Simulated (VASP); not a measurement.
Input of a VASP 6.6.1 run:

The input INCAR:

```
SYSTEM = TaSi5B2
  ALGO = Normal
  EDIFF = 1E-6
  ENCUT = 500
  GGA = PE
  GGA_COMPAT = .False.
  ISIF = 2
  ISMEAR = 0
  LASPH = .True.
  LCHARG = .False.
  LREAL = .False.
  LWAVE = .False.
  NBANDS = 28
  NELM = 120
  PREC = Accurate
  SIGMA = 0.2
```

The input KPOINTS:

```
k-points
0
Gamma
  4 4 4
  0 0 0
```

POSCAR

```
TaSi5B2
1.0
    0.0000000000      4.5918593529      4.5918593529
    4.5918593529      0.0000000000      4.5918593529
    4.5918593529      4.5918593529      0.0000000000
Ta Si B
1 5 2
Direct
    0.5000000000      0.5000000000      0.5000000000
    0.8845199621      0.8845199621      0.8845199621
    0.8845199621      0.8845199621      0.3464401137
    0.8845199621      0.3464401137      0.8845199621
    0.3464401137      0.8845199621      0.8845199621
    0.7500000000      0.7500000000      0.7500000000
    0.2500000000      0.2500000000      0.2500000000
    0.0000000000      0.0000000000      0.0000000000
```

Potentials or basis: VASP PAW PBE potentials, release 64 (Ta_pv, Si, B).

Run with:

```bash
$ cat potpaw_PBE.64/Ta_pv/POTCAR potpaw_PBE.64/Si/POTCAR potpaw_PBE.64/B/POTCAR > POTCAR
$ mpirun -np 1 vasp_std > vasp.out
```

(1) Predict the pressure.

(2) What does it give for the largest force?

## Answers

(1) 0.0 GPa.

(2) 0.013 eV/Å.
